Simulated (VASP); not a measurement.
# Y: single point with PBE

Crystal: Y.

```
CELL_PARAMETERS angstrom
0.00000 3.45312 3.45312
3.45312 0.00000 3.45312
3.45312 3.45312 0.00000
ATOMIC_POSITIONS crystal
Y 0.91250 0.86250 0.86250
Y 0.08750 0.13750 0.13750
```

This cell differs from its parent crystal: shortest bond scaled by 1.1.

```yaml
Program: VASP 6.6.1
Task: single point
Functional: PBE
Potentials_or_basis: VASP PAW PBE potentials, release 64 (Y_sv)
Cutoff: 520 eV
k_mesh: 8 × 8 × 8
Occupations: fermi-dirac, width 0.05 eV
Spin: no spin polarisation
```

```json
{
 "Pressure": "1.0 GPa",
 "Largest force": "0.138 eV/Å",
 "Band gap on the k mesh": "zero (bands 11 and 12 overlap by 0.46 eV)"
}
```

Forces on the atoms (eV/Å):
```
Y    0.080 -0.080 -0.080
Y   -0.080  0.080  0.080
```

Stress tensor (GPa, compression positive):
```
 1.00  2.75  2.75
 2.75  1.00 -2.75
 2.75 -2.75  1.00
```

Levels at points of the mesh, in eV from the Fermi level:
| k point | band 8 | band 9 | band 10 | band 11 | band 12 | band 13 | band 14 | band 15 |
| --- | --- | --- | --- | --- | --- | --- | --- | --- |
| (0.00, 0.00, 0.00) | -22.60 | -3.65 | 0.00 | 0.00 | 0.12 | 0.88 | 0.88 | 1.84 |
| (0.50, 0.00, 0.00) | -22.56 | -1.76 | -0.43 | -0.01 | -0.01 | 1.16 | 1.16 | 1.16 |
| (0.00, 0.50, 0.00) | -22.48 | -1.57 | -0.83 | -0.27 | 0.10 | 0.36 | 0.49 | 0.90 |
| (0.50, 0.50, 0.00) | -22.45 | -1.09 | -1.00 | 0.05 | 0.05 | 0.55 | 0.79 | 1.57 |

It took 35 s on 1 thread of Intel(R) Xeon(R) 6975P-C (Granite Rapids) (shared host), peak memory 0.26 GiB.

Caveat: the cell differs from its parent crystal (shortest bond scaled by 1.1).
